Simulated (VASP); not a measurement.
Input of a VASP 6.6.1 run:

Contents of INCAR:

```
SYSTEM = Sr2BiSb2
ALGO = Fast
EDIFF = 1E-7
ENCUT = 520
GGA = PS
ISIF = 2
ISMEAR = 0
LASPH = .TRUE.
LCHARG = .FALSE.
LREAL = .FALSE.
LWAVE = .FALSE.
NBANDS = 30
NELM = 80
PREC = Accurate
SIGMA = 0.1
```

File KPOINTS:

```
k-points
0
G
  10 10 10
  0 0 0
```

POSCAR

```
Sr2BiSb2
1.0
   -2.2646889608      3.8139476133      4.6900739389
    2.2646889608     -3.8139476133      4.6900739389
    2.2646889608      3.8139476133     -4.6900739389
Sr Sb Bi
2 2 1
Direct
    0.7201781477      0.2201781477      0.5000000000
    0.2798218523      0.7798218523      0.5000000000
    0.7012665583      0.5000000000      0.2012665583
    0.2987334417      0.5000000000      0.7987334417
    0.0000000000      0.0000000000      0.0000000000
```

Potentials or basis: VASP PAW PBE potentials, release 64 (Sr_sv, Sb, Bi_d).

Launch:

```console
$ cat potpaw_PBE.64/Sr_sv/POTCAR potpaw_PBE.64/Sb/POTCAR potpaw_PBE.64/Bi_d/POTCAR > POTCAR
$ mpirun -np 1 vasp_std > vasp.out
```

(1) Predict the largest force.

(2) What does it give for the pressure?

## Answers

(1) 0.009 eV/Å.

(2) 0.1 GPa.

Caveat: the PAW data sets were made with another functional, which shifts forces and pressure a little.
